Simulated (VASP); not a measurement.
Input of a VASP 6.6.1 run:

The input INCAR:

```
ALGO     = Normal         # electronic algorithm
EDIFF    = 1E-7           # SCF threshold, eV
ENCUT    = 520            # plane-wave cutoff, eV
GGA      = PS             # functional
ISIF     = 2              # what is computed and relaxed
ISMEAR   = -1             # smearing method
LASPH    = T              # aspherical terms in the spheres
LCHARG   = T              # write CHGCAR
LELF     = T              # ELF
LREAL    = F              # projectors in reciprocal space
LVHAR    = T            
LWAVE    = F              # write WAVECAR
NBANDS   = 16             # bands
NELM     = 80             # most SCF steps
PREC     = Accurate       # precision mode
SIGMA    = 0.05           # smearing width, eV
```

The input KPOINTS:

```
k-points
0
Gamma
  12 12 2
```

The input POSCAR:

```
C
1.0
    2.4724943874      0.0000000000      0.0000000000
   -1.2362471937      2.1412429502      0.0000000000
    0.0000000000      0.0000000000     24.2937923774
C
4
Direct
    0.6666666667      0.3333333333      0.5704754400
    0.3333333333      0.6666666667      0.4295245600
    0.0000000000      0.0000000000      0.4295312300
    0.0000000000      0.0000000000      0.5704687700
```

Potentials or basis: VASP PAW PBE potentials, release 64 (C).

Command:

```sh
$ cat potpaw_PBE.64/C/POTCAR > POTCAR
$ mpirun -np 1 vasp_std > vasp.out
```

What does it give for the band gap on the k mesh?

Zero (filled and empty bands touch).

Predict the largest force.

0.019 eV/Å.

Forces on the atoms (eV/Å):
```
C    0.000  0.000  0.019
C    0.000  0.000 -0.019
C    0.000  0.000 -0.002
C    0.000  0.000  0.002
```

Caveat: the PAW data sets were made with another functional, which shifts forces and pressure a little.
